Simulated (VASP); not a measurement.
Set up this calculation in VASP 6.6.1, as the native input.

- Task: single point
- Functional: PBEsol
- Potentials or basis: VASP PAW PBE potentials, release 64 (Cd, F)
- Cutoff: 520 eV
- k mesh: 9 × 9 × 9
- Occupations: fermi-dirac, width 0.05 eV
- Spin: no spin polarisation
- Dipole correction: no
- Further INCAR settings: ALGO = Normal; EDIFF = 1e-06; NBANDS = 20

The structure of CdF2 lies in POSCAR:

```
CdF2
1.0
    0.0000000000      2.6940000000      2.6940000000
    2.6940000000      0.0000000000      2.6940000000
    2.6940000000      2.6940000000      0.0000000000
Cd F
1 2
Direct
    0.0015780000     -0.0004940000      0.0101050000
    0.7652150000      0.7526630000      0.7491490000
    0.2746410000      0.2377590000      0.2370220000
```

This cell differs from its parent crystal: atoms moved at random.

The input as run:

INCAR

```
SYSTEM = CdF2
  PREC = Accurate
  ENCUT = 520
  EDIFF = 1E-6
  ISMEAR = -1
  SIGMA = 0.05
  LREAL = .False.
  LASPH = .True.
  NELM = 80
  ALGO = Normal
  ISIF = 2
  LWAVE = .False.
  LCHARG = .False.
  GGA = PS
  NBANDS = 20
```

KPOINTS

```
Automatic mesh
0
Gamma
  9 9 9
  0 0 0
```

Potentials or basis: VASP PAW PBE potentials, release 64 (Cd, F).

Run with:

```sh
$ cat potpaw_PBE.64/Cd/POTCAR potpaw_PBE.64/F/POTCAR > POTCAR
$ mpirun -np 1 vasp_std > vasp.out
```

It gave:

| Property | Result |
| --- | --- |
| Pressure | 0.9 GPa |
| Largest force | 0.400 eV/Å |
| Band gap on the k mesh | 2.92 eV, indirect (least direct gap 3.34 eV) |

Caveat: the cell differs from its parent crystal (atoms moved at random); the PAW data sets were made with another functional, which shifts forces and pressure a little.

Run time: 2.5 min on 1 thread of Intel(R) Xeon(R) Platinum 8375C CPU @ 2.90GHz (Ice Lake) (shared host), peak memory 0.36 GiB.
